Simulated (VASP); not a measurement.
# As (P1) in VASP: relaxation of cell and atoms with PBE

Aim: the relaxation of cell and atoms of As with PBE.

Everything below comes from runs of VASP 6.6.1. Logs are shortened: lines on timing, memory, paths and dates and some standing lists are left out, and cuts for length are marked.

## Step 1: The cell of the first run

The typed cell holds 8 atoms: a = 4.975 Å, b = 5.070 Å, c = 7.946 Å, α = 89.96°, β = 92.31°, γ = 109.89°.

## Step 2: Relaxation of cell and atoms, PBE

INCAR reads:

```
SYSTEM = As
PREC = Accurate
ENCUT = 600
EDIFF = 1E-6
ISMEAR = 0
SIGMA = 0.1
LREAL = .False.
LASPH = .True.
NELM = 100
ALGO = Normal
ISIF = 3
LWAVE = .False.
LCHARG = .False.
GGA = PE
IBRION = 2
NSW = 80
EDIFFG = -0.025
```

KPOINTS reads:

```
regular mesh
0
Gamma
  4 4 2
  0 0 0
```

POSCAR reads:

```
As
1.0
   -2.9563491616      2.8157657759      2.8426403951
    2.9288931880     -2.9264312363      2.9258498820
    5.6889757881      5.5459304507     -0.1381214340
As
8
Direct
    0.0290471927      0.0388583014      0.0315120064
    0.5504716887      0.5334962441      0.5387851205
    0.2818705003      0.7846437936      0.2115663731
    0.7883416518      0.2988414905      0.7113083867
    0.7493076230      0.1726394207      0.2489411886
    0.2474143729      0.6633783143      0.7516158362
    0.4312793800      0.5187430873      1.0028140388
    0.9222675905     -0.0106006519      0.5034570497
```

Potentials or basis: VASP PAW PBE potentials, release 64 (As).

Launch:

```bash
> cat potpaw_PBE.64/As/POTCAR > POTCAR
> mpirun -np 1 vasp_std > vasp.out
```

OUTCAR:

```text
SYSTEM = As
   PREC = Accurate
   ENCUT = 600
   EDIFF = 1E-6
   ISMEAR = 0
   LREAL = .False.
   LASPH = .True.
   NELM = 100
   ISIF = 3
   GGA = PE
   IBRION = 2
   NSW = 80
   EDIFFG = -0.025

 ion  position               nearest neighbor table
   1  0.029  0.039  0.032-   5 2.49   3 2.50   7 2.59
   2  0.550  0.533  0.539-   4 2.35   8 2.44   6 2.54
   3  0.282  0.785  0.212-   7 2.43   5 2.49   1 2.50
   4  0.788  0.299  0.711-   2 2.35   6 2.41   8 2.54
   5  0.749  0.173  0.249-   8 2.47   3 2.49   1 2.49
   6  0.247  0.663  0.752-   7 2.38   4 2.41   2 2.54
   7  0.431  0.519  0.003-   6 2.38   3 2.43   1 2.59
   8  0.922  0.989  0.503-   2 2.44   5 2.47   4 2.54

  LATTYP: Found a triclinic cell.
 ALAT       =     4.9748509210
 B/A-ratio  =     1.0190886008
 C/A-ratio  =     1.5972584767
 COS(alpha) =     0.0007073474
 COS(beta)  =     0.0403530453
 COS(gamma) =     0.3402578586

  Lattice vectors:

 A1 = (  -2.9563491616,   2.8157657759,   2.8426403951)
 A2 = (  -2.9288931880,   2.9264312363,  -2.9258498820)
 A3 = (  -5.6889757881,  -5.5459304507,   0.1381214340)

Analysis of symmetry for initial positions (statically):
=====================================================================
 Subroutine PRICEL returns:
 Original cell was already a primitive cell.

 Routine SETGRP: Setting up the symmetry group for a
 triclinic supercell.

 Subroutine GETGRP returns: Found  1 space group operations
 (whereof  1 operations were pure point group operations)
 out of a pool of  2 trial point group operations.

The static configuration has the point symmetry C_1 .

Analysis of symmetry for dynamics (positions and initial velocities):
=====================================================================
 Subroutine PRICEL returns:
 Original cell was already a primitive cell.

 Routine SETGRP: Setting up the symmetry group for a
 triclinic supercell.

 Subroutine GETGRP returns: Found  1 space group operations
 (whereof  1 operations were pure point group operations)
 out of a pool of  2 trial point group operations.

The dynamic configuration has the point symmetry C_1 .

 Subroutine INISYM returns: Found  1 space group operations
 (whereof  1 operations are pure point group operations),
 and found     1 'primitive' translations

----------------------------------------------------------------------------------------

                                     Primitive cell

  volume of cell :     188.2838

  direct lattice vectors                    reciprocal lattice vectors
    -2.956349162  2.815765776  2.842640395    -0.084034600  0.090552817  0.174692817
     2.928893188 -2.926431236  2.925849882     0.085796017 -0.083721350  0.172157792
     5.688975788  5.545930451 -0.138121434     0.087937975  0.090159750  0.002148221

  length of vectors
     4.974850921  5.069813864  7.946122804     0.213960760  0.209782093  0.125962228

  position of ions in fractional coordinates (direct lattice)
     0.029047193  0.038858301  0.031512006
     0.550471689  0.533496244  0.538785121
     0.281870500  0.784643794  0.211566373
     0.788341652  0.298841491  0.711308387
     0.749307623  0.172639421  0.248941189
     0.247414373  0.663378314  0.751615836
     0.431279380  0.518743087  0.002814039
     0.922267590  0.989399348  0.503457050

  ion indices of the primitive-cell ions
   primitive index   ion index
                 1           1
                 2           2
                 3           3
                 4           4
                 5           5
                 6           6
                 7           7
                 8           8

----------------------------------------------------------------------------------------

 KPOINTS: regular mesh

Automatic generation of k-mesh.
 Grid dimensions read from file:
 generate k-points for:    4    4    2

 Generating k-lattice:

  Cartesian coordinates                     Fractional coordinates (reciprocal lattice)
    -0.021008650  0.022638204  0.043673204     0.250000000  0.000000000  0.000000000
     0.021449004 -0.020930337  0.043039448     0.000000000  0.250000000 -0.000000000
     0.043968988  0.045079875  0.001074111     0.000000000 -0.000000000  0.500000000

  Length of vectors
     0.053490190  0.052445523  0.062981114

  Shift w.r.t. Gamma in fractional coordinates (k-lattice)
     0.000000000  0.000000000  0.000000000

 Subroutine IBZKPT returns following result:
 ===========================================

 Found     20 irreducible k-points:

 Following reciprocal coordinates:
            Coordinates               Weight
  0.000000  0.000000  0.000000      1.000000
  0.250000 -0.000000 -0.000000      2.000000
  0.500000 -0.000000 -0.000000      1.000000
  0.000000  0.250000  0.000000      2.000000
  0.250000  0.250000  0.000000      2.000000
  0.500000  0.250000 -0.000000      2.000000
[... 12 lines left out ...]
  0.250000  0.500000  0.500000      2.000000
  0.500000  0.500000  0.500000      1.000000
   k-points           NKPTS =     20   k-points in BZ     NKDIM =     20   number of bands    NBANDS=     25
   number of dos      NEDOS =    301   number of ions     NIONS =      8
   total plane-waves  NPLWV = 107520
   dimension x,y,z NGX =    40 NGY =   42 NGZ =   64
   dimension x,y,z NGXF=    80 NGYF=   84 NGZF=  128
   ions per type =               8
   NGX,Y,Z   is equivalent  to a cutoff of  13.37, 13.77, 13.39 a.u.
   NGXF,Y,Z  is equivalent  to a cutoff of  26.73, 27.54, 26.78 a.u.
 SYSTEM =  As
   PREC   = accura    normal or accurate (medium, high low for compatibility)
   ISTART =      0    job   : 0-new  1-cont  2-samecut
   ICHARG =      2    charge: 1-file 2-atom 10-const
   ISPIN  =      1    spin polarized calculation?
   LNONCOLLINEAR =      F non collinear calculations
   LSORBIT =      F    spin-orbit coupling
   LASPH  =      T    aspherical Exc in radial PAW
   ENCUT  =  600.0 eV  44.10 Ry    6.64 a.u.   9.94 10.13 15.87*2*pi/ulx,y,z
   NELM   =    100;   NELMIN=  2; NELMDL= -5     # of ELM steps
   EDIFF  = 0.1E-05   stopping-criterion for ELM
   LREAL  =      F    real-space projection
   EDIFFG = -.3E-01   stopping-criterion for IOM
   NSW    =     80    number of steps for IOM
   IBRION =      2    ionic relax: 0-MD 1-quasi-New 2-CG
   NFREE  =      1    steps in history (QN), initial steepest desc. (CG)
   ISIF   =      3    stress and relaxation
   ISYM   =      2    0-nonsym 1-usesym 2-fastsym
   POTIM  = 0.5000    time-step for ionic-motion
   TEBEG  =    0.0;   TEEND  =   0.0 temperature during run
   PSTRESS=    0.0 pullay stress
   NELECT =      40.0000    total number of electrons
   NUPDOWN=      -1.0000    fix difference up-down
   EMIN   =  10.00;   EMAX   =-10.00  energy-range for DOS
   EFERMI =   0.00;   METHOD = LEGACY
   ISMEAR =     0;   SIGMA  =   0.10  broadening in eV -4-tet -1-fermi 0-gaus
   EFERMI_NEDOS =   21; number of points for ismear=-14 and -15
   IALGO  =     38    algorithm
   IMIX   =      4    mixing-type and parameters
     AMIX     =   0.40;   BMIX     =  1.00
     AMIX_MAG =   1.60;   BMIX_MAG =  1.00
  volume/ion in A,a.u.               =      23.54       158.83
  Fermi-wavevector in a.u.,A,eV,Ry     =   0.976841  1.845962 12.982925  0.954218
  Thomas-Fermi vector in A             =   2.107491
   LORBIT       =      0    0 simple, 1 ext, 2 COOP (PROOUT), +10 PAW based schemes
   GGA     = PE    functional components
   LHFCALC =     F    Hartree Fock is set to
   AEXX    =    0.0000 exact exchange contribution
   IVDW    =     0    specifies the selected vdW correction
   LEPSILON=     F    determine dielectric tensor
   LRPA    =     F    only Hartree local field effects (RPA)
 conjugate gradient relaxation of ions
 non-spin polarized calculation
 Gauss-broadening in eV      SIGMA  =   0.10
  energy-cutoff  :      600.00
  volume of cell :      188.28
 maximum number of plane-waves:      6312
   NGX = 19   NGY = 21   NGZ = 31

--------------------------------------- Ionic step        1  -------------------------------------------

 number of electron      39.9999998 magnetization

 Free energy of the ion-electron system (eV)
  ---------------------------------------------------
  ext. energy  EPLUGINS =         0.00000000
  ---------------------------------------------------
  free energy    TOTEN  =       -36.77197111 eV

  energy without entropy =      -36.77197111  energy(sigma->0) =      -36.77197111

------------------------ aborting loop because EDIFF is reached ----------------------------------------

  FORCE on cell =-STRESS in cart. coord.  units (eV):
  Direction    XX          YY          ZZ          XY          YZ          ZX
  --------------------------------------------------------------------------------------
  -------------------------------------------------------------------------------------
  Total        1.9365539      9.1066310      3.6095944      0.4425540      0.6117958      0.3560595
  in kB       16.4788585     77.4917151     30.7153837      3.7658568      5.2059986      3.0298426
  external PRESSURE =      41.5619858 kB  Pullay stress =       0.0000000 kB
[... 107 lines left out ...]
  FREE ENERGIE OF THE ION-ELECTRON SYSTEM (eV)
  ---------------------------------------------------
  free  energy   TOTEN  =       -37.0825193951 eV

  energy  without entropy=      -37.0825193951  energy(sigma->0) =      -37.08251940

[... ionic steps 4 to 14 ...]

--------------------------------------- Ionic step       15  -------------------------------------------

 number of electron      40.0000000 magnetization

------------------------ aborting loop because EDIFF is reached ----------------------------------------

  FORCE on cell =-STRESS in cart. coord.  units (eV):
  Direction    XX          YY          ZZ          XY          YZ          ZX
  --------------------------------------------------------------------------------------
  -------------------------------------------------------------------------------------
  Total        0.0471721     -0.0356386      0.0026011      0.0436078      0.0248411     -0.0079813
  in kB        0.3884279     -0.2934580      0.0214178      0.3590783      0.2045483     -0.0657204
  external PRESSURE =       0.0387959 kB  Pullay stress =       0.0000000 kB
[... 69 lines left out ...]
  energy  without entropy=      -37.1430008666  energy(sigma->0) =      -37.14300087

--------------------------------------- Ionic step       17  -------------------------------------------

 number of electron      40.0000000 magnetization

 Free energy of the ion-electron system (eV)
  ---------------------------------------------------
  ext. energy  EPLUGINS =         0.00000000
  ---------------------------------------------------
  free energy    TOTEN  =       -37.14335086 eV

  energy without entropy =      -37.14335086  energy(sigma->0) =      -37.14335086

 E-fermi :   3.9160     XC(G=0):  -9.3325

 val. band max:        3.4789109128   @ k =   0.5000   0.2500   0.5000
 cond. band min:       4.5629044324   @ k =   0.2500  -0.0000   0.5000
 fundamental gap:      1.0839935196
 Fermi energy:         3.9159611289

 k-point     1 :       0.0000    0.0000    0.0000
  band No.  band energies     occupation
      1     -10.2532      2.00000
      2      -9.1103      2.00000
      3      -7.9315      2.00000
      4      -5.9602      2.00000
      5      -5.2792      2.00000
      6      -5.2319      2.00000
[... 584 lines left out ...]
  FREE ENERGIE OF THE ION-ELECTRON SYSTEM (eV)
  ---------------------------------------------------
  free  energy   TOTEN  =       -37.1433508569 eV

  energy  without entropy=      -37.1433508569  energy(sigma->0) =      -37.14335086

 reached required accuracy - stopping structural energy minimisation
```

Wall time 7.3 min (1 thread of AMD EPYC 9R45 (Zen 5), shared host); peak memory 0.33 GiB.

What came out:

| Property | Result |
| --- | --- |
| Free energy | -37.1434 eV |
| Relaxed volume | 24.34 Å³/atom |
| Relaxed cell | a = 5.016 Å, b = 5.036 Å, c = 8.197 Å, α = 89.77°, β = 90.55°, γ = 109.84° |
| Space group after relaxing (to 0.1 Å) | I2_13 (No. 199) |
| Energy gained by relaxing | 46.4 meV/atom |
| Ionic steps | 17 |
| Pressure after relaxing | 0.0 GPa |
| Largest force after relaxing | 0.023 eV/Å |
| Band gap on the k mesh | 1.08 eV |

Forces in eV/Å, atoms in the order of the input:
```
As  -0.001 -0.006 -0.008
As   0.007  0.020  0.004
As  -0.004  0.000  0.010
As   0.007 -0.011  0.020
As  -0.007 -0.001 -0.011
As   0.010  0.003 -0.003
As  -0.013 -0.010  0.010
As   0.001  0.005 -0.022
```

Step by step:
| step | energy change (eV) | largest force (eV/Å) | pressure (GPa) | volume (Å³) |
| --- | --- | --- | --- | --- |
| 1 | 0.0000 | 1.7096 | 4.16 | 188.28 |
| 2 | -0.2059 | 0.5551 | -2.89 | 205.31 |
| 3 | -0.3105 | 0.4375 | -0.66 | 198.52 |
| 4 | -0.3519 | 0.2053 | -0.28 | 196.95 |
| 5 | -0.3597 | 0.1168 | 0.00 | 195.93 |
| 6 | -0.3630 | 0.0928 | -0.03 | 195.75 |
| 7 | -0.3633 | 0.1032 | -0.04 | 195.68 |
| 8 | -0.3658 | 0.0818 | -0.03 | 195.40 |
| 9 | -0.3666 | 0.0797 | -0.02 | 195.13 |
| 10 | -0.3680 | 0.0580 | 0.02 | 194.88 |
| 11 | -0.3691 | 0.0580 | 0.11 | 194.35 |
| 12 | -0.3699 | 0.0477 | 0.05 | 194.45 |
| 13 | -0.3701 | 0.0665 | -0.01 | 194.56 |
| 14 | -0.3701 | 0.0627 | 0.00 | 194.54 |
| 15 | -0.3705 | 0.0469 | 0.00 | 194.57 |
| 16 | -0.3710 | 0.0332 | 0.01 | 194.67 |
| 17 | -0.3714 | 0.0233 | 0.02 | 194.76 |

Final structure:
```xyz
8
Lattice="-2.9206 2.8868 2.8801 2.9197 -2.9064 2.8972 5.8202 5.7713 -0.0194" Properties=species:S:1:pos:R:3 pbc="T T T"
As    0.2219    0.1931    0.1926
As    3.1239    3.0666    3.0709
As    2.6999   -0.2189    3.0822
As    2.6825    5.5640    3.0593
As   -0.2210    3.0928    2.6885
As    5.6012    3.0829    2.6826
As    0.2232   -0.2101    2.6958
As    0.2058    5.5713    2.6817
```

Levels at points of the mesh, in eV from the valence-band top:
```
           k point  band 16  band 17  band 18  band 19  band 20  band 21  band 22  band 23  band 24  band 25
(0.00, 0.00, 0.00)    -2.27    -1.83    -1.69    -0.66    -0.51     1.30     1.83     2.03     2.13     2.24
(0.50, 0.00, 0.00)    -1.85    -0.77    -0.77    -0.48    -0.47     1.41     1.43     2.17     2.18     2.85
(0.00, 0.50, 0.00)    -1.85    -0.76    -0.76    -0.46    -0.46     1.39     1.41     2.17     2.18     2.85
(0.50, 0.50, 0.00)    -1.07    -1.05    -1.01    -0.66    -0.50     1.30     1.76     2.87     3.24     4.14
(0.00, 0.00, 0.50)    -2.41    -2.13    -2.11    -0.88    -0.88     1.68     1.69     1.99     2.01     3.00
(0.50, 0.00, 0.50)    -1.63    -0.57    -0.56    -0.53    -0.45     1.26     1.28     1.78     1.88     2.79
(0.00, 0.50, 0.50)    -1.60    -0.58    -0.56    -0.52    -0.43     1.26     1.27     1.73     1.88     2.77
(0.50, 0.50, 0.50)    -1.77    -0.73    -0.71    -0.44    -0.44     2.66     2.66     3.73     3.73     4.00
```

A k mesh can miss the band edges.
